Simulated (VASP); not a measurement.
Set up this calculation in VASP 6.6.1, as the native input.

```
Task                   : single point
Functional             : PBE
Potentials or basis    : VASP PAW PBE potentials, release 64 (Co)
Cutoff                 : 520 eV
k mesh                 : 12 × 12 × 4
Occupations            : gaussian, width 0.011 eV
Spin                   : collinear spin, ferromagnetic start
Starting moments       : [2.0, 2.0, 2.0, 2.0] μB
Dipole correction      : no
Further INCAR settings : ALGO = Normal; EDIFF = 1e-07; NBANDS = 30
```

The structure of Co lies in POSCAR:

```
Co
1.0
    2.4705617809      0.0000000000      0.0000000000
   -1.2352808905      2.1395692639      0.0000000000
    0.0000000000      0.0000000000      8.0882338000
Co
4
Direct
    0.6666666667      0.3333333333      0.7500000000
    0.0000000000      0.0000000000      0.5000000000
    0.3333333333      0.6666666667      0.2500000000
    0.0000000000      0.0000000000      0.0000000000
```

The input as run:

INCAR

```
PREC = Accurate
ENCUT = 520
EDIFF = 1E-7
ISMEAR = 0
SIGMA = 0.011
LREAL = False
LASPH = True
NELM = 150
ALGO = Normal
ISIF = 2
LWAVE = False
LCHARG = False
ISPIN = 2
MAGMOM = 2 2 2 2
LORBIT = 11
LMAXMIX = 4
GGA = PE
NBANDS = 30
```

KPOINTS

```
Automatic mesh
0
Gamma
  12 12 4
```

Potentials or basis: VASP PAW PBE potentials, release 64 (Co).

The run is started by

```bash
$ cat potpaw_PBE.64/Co/POTCAR > POTCAR
$ mpirun -np 1 vasp_std > vasp.out
```

Results of the run:

```json
{
 "Pressure": "3.8 GPa",
 "Net moment": "6.58 μB per cell",
 "Site moments": "Co +1.67, +1.65 μB",
 "Valence electrons inside the program's atomic spheres": "Co 8.30"
}
```

Wall time 5.5 min on 1 thread of AMD EPYC 7R13 (shared host), peak memory 0.2 GiB.
